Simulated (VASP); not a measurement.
# MgB2 (P6/mmm) in VASP: notebook

Runs on MgB2. Level: r2SCAN. Tasks: electric field gradients.

All numbers are computed with VASP 6.6.1; they aren't measurements. Logs are shortened: lines on timing, memory, paths and dates and some standing lists are left out, and cuts for length are marked.

## (1) The cell of the first run

It takes space group P6/mmm (No. 191, hexagonal). The conventional cell has a = 3.071 Å, b = 3.071 Å, c = 3.506 Å, α = 90.00°, β = 90.00°, γ = 120.00°. Within 3.3 Å of Mg (site symmetry 6/mmm) lie 12 B at 2.49 Å and 6 Mg at 3.07 Å. Within 2.4 Å of B (site symmetry -6m2) lie 3 B at 1.77 Å.

## (2) Electric field gradients, r2SCAN

POSCAR

```
MgB2
1.0
    3.0705218418      0.0000000000      0.0000000000
   -1.5352609209      2.6591499179      0.0000000000
    0.0000000000      0.0000000000      3.5060468115
Mg B
1 2
Direct
    0.0000000000      0.0000000000      0.0000000000
    0.3333333333      0.6666666667      0.5000000000
    0.6666666667      0.3333333333      0.5000000000
```

INCAR.step1

```
SYSTEM = MgB2
PREC     = Accurate       ! precision mode
ENCUT    = 520            ! plane-wave cutoff, eV
ISMEAR   = 0              ! smearing method
SIGMA    = 0.05           ! smearing width, eV
LREAL    = .FALSE.        ! projectors in reciprocal space
LASPH    = .TRUE.         ! aspherical terms in the spheres
NELM     = 80             ! most SCF steps
NBANDS   = 11             ! bands
GGA      = PE             ! functional
ALGO     = Normal         ! electronic algorithm
EDIFF    = 1E-4           ! SCF threshold, eV
LWAVE    = .TRUE.         ! write WAVECAR
LCHARG   = .FALSE.        ! write CHGCAR
```

INCAR.step2

```
SYSTEM = MgB2
PREC     = Accurate       ! precision mode
ENCUT    = 520            ! plane-wave cutoff, eV
EDIFF    = 1E-8           ! SCF threshold, eV
ISMEAR   = 0              ! smearing method
SIGMA    = 0.05           ! smearing width, eV
LREAL    = .FALSE.        ! projectors in reciprocal space
LASPH    = .TRUE.         ! aspherical terms in the spheres
NELM     = 80             ! most SCF steps
ALGO     = Normal         ! electronic algorithm
ISIF     = 2              ! what is computed and relaxed
LWAVE    = .FALSE.        ! write WAVECAR
LCHARG   = .FALSE.        ! write CHGCAR
METAGGA  = R2SCAN         ! meta-GGA
LMIXTAU  = .TRUE.       
LEFG     = .TRUE.       
NBANDS   = 11             ! bands
ISTART   = 1
```

KPOINTS

```
Automatic mesh
0
G
  14 14 12
  0 0 0
```

Potentials or basis: VASP PAW PBE potentials, release 64 (Mg, B).

The run is started by

```bash
> cat potpaw_PBE.64/Mg/POTCAR potpaw_PBE.64/B/POTCAR > POTCAR
> cp INCAR.step1 INCAR
> mpirun -np 1 vasp_std > vasp.out
> cp INCAR.step2 INCAR
> mpirun -np 1 vasp_std > vasp.out
```

OUTCAR:

```text
SYSTEM = MgB2
   PREC = Accurate
   ENCUT = 520
   EDIFF = 1E-8
   ISMEAR = 0
   LREAL = .FALSE.
   LASPH = .TRUE.
   NELM = 80
   ISIF = 2
   METAGGA = R2SCAN
   ISTART = 1

 ion  position               nearest neighbor table
   1  0.000  0.000  0.000-   2 2.49   3 2.49   2 2.49   3 2.49   3 2.49   3 2.49   2 2.49   2 2.49
                             3 2.49   3 2.49   2 2.49   2 2.49
   2  0.333  0.667  0.500-   3 1.77   3 1.77   3 1.77   1 2.49   1 2.49   1 2.49   1 2.49   1 2.49
                             1 2.49
   3  0.667  0.333  0.500-   2 1.77   2 1.77   2 1.77   1 2.49   1 2.49   1 2.49   1 2.49   1 2.49
                             1 2.49

  LATTYP: Found a hexagonal cell.
 ALAT       =     3.0705218418
 C/A-ratio  =     1.1418407007

  Lattice vectors:

 A1 = (   3.0705218418,   0.0000000000,   0.0000000000)
 A2 = (  -1.5352609209,   2.6591499179,   0.0000000000)
 A3 = (   0.0000000000,   0.0000000000,   3.5060468115)

Analysis of symmetry for initial positions (statically):
=====================================================================
 Subroutine PRICEL returns:
 Original cell was already a primitive cell.

 Routine SETGRP: Setting up the symmetry group for a
 hexagonal supercell.

 Subroutine GETGRP returns: Found 24 space group operations
 (whereof 24 operations were pure point group operations)
 out of a pool of 24 trial point group operations.

The static configuration has the point symmetry D_6h.

Analysis of symmetry for dynamics (positions and initial velocities):
=====================================================================
 Subroutine PRICEL returns:
 Original cell was already a primitive cell.

 Routine SETGRP: Setting up the symmetry group for a
 hexagonal supercell.

 Subroutine GETGRP returns: Found 24 space group operations
 (whereof 24 operations were pure point group operations)
 out of a pool of 24 trial point group operations.

The dynamic configuration has the point symmetry D_6h.

 Subroutine INISYM returns: Found 24 space group operations
 (whereof 24 operations are pure point group operations),
 and found     1 'primitive' translations

----------------------------------------------------------------------------------------

                                     Primitive cell

  volume of cell :      28.6268

  direct lattice vectors                    reciprocal lattice vectors
     3.070521842  0.000000000  0.000000000     0.325677540  0.188030015  0.000000000
    -1.535260921  2.659149918  0.000000000     0.000000000  0.376060031  0.000000000
     0.000000000  0.000000000  3.506046812     0.000000000  0.000000000  0.285221520

  length of vectors
     3.070521842  3.070521842  3.506046812     0.376060031  0.376060031  0.285221520

  position of ions in fractional coordinates (direct lattice)
     0.000000000  0.000000000  0.000000000
     0.333333333  0.666666667  0.500000000
     0.666666667  0.333333333  0.500000000

  ion indices of the primitive-cell ions
   primitive index   ion index
                 1           1
                 2           2
                 3           3

----------------------------------------------------------------------------------------

 KPOINTS: Automatic mesh

Automatic generation of k-mesh.
 Grid dimensions read from file:
 generate k-points for:   14   14   12

 Generating k-lattice:

  Cartesian coordinates                     Fractional coordinates (reciprocal lattice)
     0.023262681  0.013430715  0.000000000     0.071428571  0.000000000  0.000000000
     0.000000000  0.026861431  0.000000000     0.000000000  0.071428571  0.000000000
     0.000000000  0.000000000  0.023768460     0.000000000  0.000000000  0.083333333

  Length of vectors
     0.026861431  0.026861431  0.023768460

  Shift w.r.t. Gamma in fractional coordinates (k-lattice)
     0.000000000  0.000000000  0.000000000

 Subroutine IBZKPT returns following result:
[... 38 lines left out ...]
   NGXF,Y,Z  is equivalent  to a cutoff of  25.99, 25.99, 26.55 a.u.
 SYSTEM =  MgB2
   PREC   = accura    normal or accurate (medium, high low for compatibility)
   ISTART =      1    job   : 0-new  1-cont  2-samecut
   ICHARG =      0    charge: 1-file 2-atom 10-const
   ISPIN  =      1    spin polarized calculation?
   LNONCOLLINEAR =      F non collinear calculations
   LSORBIT =      F    spin-orbit coupling
   LASPH  =      T    aspherical Exc in radial PAW
   ENCUT  =  520.0 eV  38.22 Ry    6.18 a.u.   5.71  5.71  6.52*2*pi/ulx,y,z
   NELM   =     80;   NELMIN=  2; NELMDL=  0     # of ELM steps
   EDIFF  = 0.1E-07   stopping-criterion for ELM
   LREAL  =      F    real-space projection
   EDIFFG = 0.1E-06   stopping-criterion for IOM
   NSW    =      0    number of steps for IOM
   IBRION =     -1    ionic relax: 0-MD 1-quasi-New 2-CG
   NFREE  =      0    steps in history (QN), initial steepest desc. (CG)
   ISIF   =      2    stress and relaxation
   ISYM   =      2    0-nonsym 1-usesym 2-fastsym
   POTIM  = 0.5000    time-step for ionic-motion
   TEBEG  =    0.0;   TEEND  =   0.0 temperature during run
   PSTRESS=    0.0 pullay stress
   NELECT =       8.0000    total number of electrons
   NUPDOWN=      -1.0000    fix difference up-down
   EMIN   =  10.00;   EMAX   =-10.00  energy-range for DOS
   EFERMI =   0.00;   METHOD = LEGACY
   ISMEAR =     0;   SIGMA  =   0.05  broadening in eV -4-tet -1-fermi 0-gaus
   EFERMI_NEDOS =   21; number of points for ismear=-14 and -15
   IALGO  =     38    algorithm
   IMIX   =      4    mixing-type and parameters
     AMIX     =   0.40;   BMIX     =  1.00
     AMIX_MAG =   1.60;   BMIX_MAG =  1.00
  volume/ion in A,a.u.               =       9.54        64.39
  Fermi-wavevector in a.u.,A,eV,Ry     =   1.070321  2.022613 15.586649  1.145586
  Thomas-Fermi vector in A             =   2.206027
   LORBIT       =      0    0 simple, 1 ext, 2 COOP (PROOUT), +10 PAW based schemes
   METAGGA = R2SCAN    functional components
   LHFCALC =     F    Hartree Fock is set to
   AEXX    =    0.0000 exact exchange contribution
   IVDW    =     0    specifies the selected vdW correction
   LEPSILON=     F    determine dielectric tensor
   LRPA    =     F    only Hartree local field effects (RPA)
 non-spin polarized calculation
 Gauss-broadening in eV      SIGMA  =   0.05
  energy-cutoff  :      520.00
  volume of cell :       28.63
 maximum number of plane-waves:       788
 NGX is ok and might be reduce to    24
   NGX = 11   NGY = 11   NGZ = 13

 number of electron       8.0000000 magnetization

 Free energy of the ion-electron system (eV)
  ---------------------------------------------------
  ext. energy  EPLUGINS =         0.00000000
  ---------------------------------------------------
  free energy    TOTEN  =       -19.40561972 eV

  energy without entropy =      -19.40497895  energy(sigma->0) =      -19.40529933

 E-fermi :   5.3797     XC(G=0): -11.5881

 val. band max:        5.3751086785   @ k =   0.0714  -0.0000   0.1667
 cond. band min:       5.4078334387   @ k =   0.2857   0.2143   0.0000
 fundamental gap:      0.0327247602
 Fermi energy:         5.3797119961

 k-point     1 :       0.0000    0.0000    0.0000
  band No.  band energies     occupation
      1      -7.9297      2.00000
      2       2.2214      2.00000
      3       5.7720      0.00000
      4       5.7720      0.00000
      5       7.3810      0.00000
      6      12.0559      0.00000
      7      12.0559      0.00000
      8      14.0083      0.00000
      9      16.3034      0.00000
     10      19.3579      0.00000
     11      22.7700      0.00000
[... 309 lines left out ...]
 k-point    24 :       0.3571    0.2857    0.0000
  band No.  band energies     occupation
      1      -2.8437      2.00000
      2      -2.2863      2.00000
      3      -0.5411      2.00000
      4       6.8384      0.00000
      5       7.7349      0.00000
      6      11.8725      0.00000
      7      12.2156      0.00000
      8      14.9639      0.00000
      9      15.4103      0.00000
     10      18.1419      0.00000
     11      19.2235      0.00000

 [... further k-points ...]
[... 5 lines left out ...]
  --------------------------------------------------------------------------------------
  -------------------------------------------------------------------------------------
  Total       -0.0595410     -0.0595410     -0.1168444     -0.0000000      0.0000000      0.0000000
  in kB       -3.3323766     -3.3323766     -6.5395188     -0.0000000      0.0000000      0.0000000
  external PRESSURE =      -4.4014240 kB  Pullay stress =       0.0000000 kB

 VOLUME and BASIS-vectors are now :
 -----------------------------------------------------------------------------
  energy-cutoff  :      520.00
  volume of cell :       28.63
      direct lattice vectors                 reciprocal lattice vectors
     3.070521842  0.000000000  0.000000000     0.325677540  0.188030015  0.000000000
    -1.535260921  2.659149918  0.000000000     0.000000000  0.376060031  0.000000000
     0.000000000  0.000000000  3.506046812     0.000000000  0.000000000  0.285221520

 POSITION                                       TOTAL-FORCE (eV/Angst)
 -----------------------------------------------------------------------------------
      0.00000      0.00000      0.00000         0.000000      0.000000      0.000000
     -0.00000      1.77277      1.75302        -0.000000      0.000000      0.000000
      1.53526      0.88638      1.75302         0.000000      0.000000     -0.000000
 -----------------------------------------------------------------------------------
    total drift:                                0.000000     -0.000000      0.000000

  FREE ENERGIE OF THE ION-ELECTRON SYSTEM (eV)
  ---------------------------------------------------
  free  energy   TOTEN  =       -19.4056197176 eV

  energy  without entropy=      -19.4049789518  energy(sigma->0) =      -19.40529933

 Electric field gradients (V/A^2)
---------------------------------------------------------------------
 ion       V_xx      V_yy      V_zz      V_xy      V_xz      V_yz
---------------------------------------------------------------------
   1       0.075     0.075    -0.150    -0.000    -0.000    -0.000
   2      -9.819    -9.819    19.638    -0.000     0.000    -0.000
   3      -9.819    -9.819    19.638    -0.000     0.000     0.000
---------------------------------------------------------------------

 Electric field gradients after diagonalization (V/A^2)
 (convention: |V_zz| > |V_xx| > |V_yy|)
----------------------------------------------------------------------
 ion       V_xx      V_yy      V_zz     asymmetry (V_yy - V_xx)/ V_zz
----------------------------------------------------------------------
   1       0.075     0.075    -0.150       0.000
   2      -9.819    -9.819    19.638       0.000
   3      -9.819    -9.819    19.638       0.000
----------------------------------------------------------------------

           NMR quadrupolar parameters

 Cq : quadrupolar parameter    Cq=e*Q*V_zz/h
 eta: asymmetry parameters     (V_yy - V_xx)/ V_zz
 Q  : nuclear electric quadrupole moment in mb (millibarn)
----------------------------------------------------------------------
 ion       Cq(MHz)       eta       Q (mb)
----------------------------------------------------------------------
   1      -0.000       0.000       1.000
   2       0.047       0.000       1.000
   3       0.047       0.000       1.000
----------------------------------------------------------------------
```

It took 6.6 min on 1 thread of AMD EPYC 7R13, shared host; peak memory 0.16 GiB.

Results:

| Quantity | Value |
| --- | --- |
| Free energy | -19.4056 eV |
| Pressure | -0.4 GPa |
| Band gap on the k mesh | zero (band 4 reaches 6.84 eV, above the bottom of band 5 at 3.67 eV) |

Electric field gradients, principal values (V/Å²):
```tsv
atom	least	middle	greatest (by size)
1 Mg	0.075	0.075	-0.150
2 B	-9.819	-9.819	19.638
3 B	-9.819	-9.819	19.638
```

Caveat: without QUAD_EFG the Cq values of the log hold for a quadrupole moment of 1 mb, not for the nuclei; the PAW data sets were made with another functional, which shifts forces and pressure a little.

[end of part 1 of 2]
